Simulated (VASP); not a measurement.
Crystal: Si.

```
Si
1.0
     0.00000    0.00000    6.36502
    -3.85128    6.67061    0.00000
    -3.85128   -6.67061    0.00000
Si
16
Direct
  0.06293 0.16667 0.33333
  0.06293 0.66667 0.33333
  0.06293 0.16667 0.83333
  0.06293 0.66667 0.83333
  0.56293 0.83333 0.16667
  0.56293 0.33333 0.16667
  0.56293 0.83333 0.66667
  0.56293 0.33333 0.66667
  0.43707 0.16667 0.33333
  0.43707 0.66667 0.33333
  0.43707 0.16667 0.83333
  0.43707 0.66667 0.83333
  0.93707 0.83333 0.16667
  0.93707 0.33333 0.16667
  0.93707 0.83333 0.66667
  0.93707 0.33333 0.66667
```

Base run:

```yaml
Program: VASP 6.6.1
Functional: PBE
Potentials_or_basis: VASP PAW PBE potentials, release 64 (Si)
Cutoff: 520 eV
k_mesh: 5 × 4 × 4
Occupations: gaussian, width 0.02 eV
Spin: no spin polarisation
```

Its results: band gap on the k mesh 0.45 eV; pressure 0.0 GPa; largest force 0.004 eV/Å.

Q: The run is repeated on the same cell with these changes: k mesh from 5 × 4 × 4 to 1 × 1 × 1. What comes out?

A: Band gap on the k mesh 0.38 eV; pressure 2.4 GPa; largest force 0.538 eV/Å.

Caveats: some runs use coarse meshes.

A k mesh can miss the band edges.
